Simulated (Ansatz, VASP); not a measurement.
Hf, level by level in two programs

```
Hf
1.0
    -1.78061    1.78061    1.78061
     1.78061   -1.78061    1.78061
     1.78061    1.78061   -1.78061
Hf
1
Direct
  0.00000 0.00000 0.00000
```

Single points on this cell with VASP 6.6.1 and Ansatz 0.2.0. Each row is one pair of runs. Alike in all rows: spin: off; smearing: fermi-dirac, width 0.05 eV.

```tsv
level	k mesh	VASP's potentials, cutoff	Ansatz's potentials, cutoff	gap on the k mesh at the Fermi level (eV), VASP	gap on the k mesh at the Fermi level (eV), Ansatz	pressure (GPa), VASP	pressure (GPa), Ansatz
LDA	10 × 10 × 10	VASP PAW LDA potentials, release 64 (Hf_pv), 520 eV	Ansatz PAW, 420 eV	none	none	-9.5	-9.6
r2SCAN	10 × 10 × 10	VASP PAW PBE potentials, release 64 (Hf_pv), 520 eV	Ansatz PAW, 500 eV	none	none	-2.2	-1.8
PBE0	6 × 6 × 6	VASP PAW PBE potentials, release 64 (Hf_pv), 520 eV	Ansatz PAW, 420 eV	none	none	0.3	2.3
r2SCANh	5 × 5 × 5	VASP PAW PBE potentials, release 64 (Hf_pv), 520 eV	Ansatz PAW, 500 eV	none	none	-4.4	-3.2
```

Pressure (GPa): the two programs differ by at most 2.03.

VASP's potentials hold 10 valence electrons a cell and Ansatz's 26, so a difference there can come from the potentials and not from the codes.

A gap of «none» marks a metal or a gap that the smearing closes.

The k mesh is coarse in some rows, so the values compare programs but aren't converged. Spin-orbit coupling is off throughout.
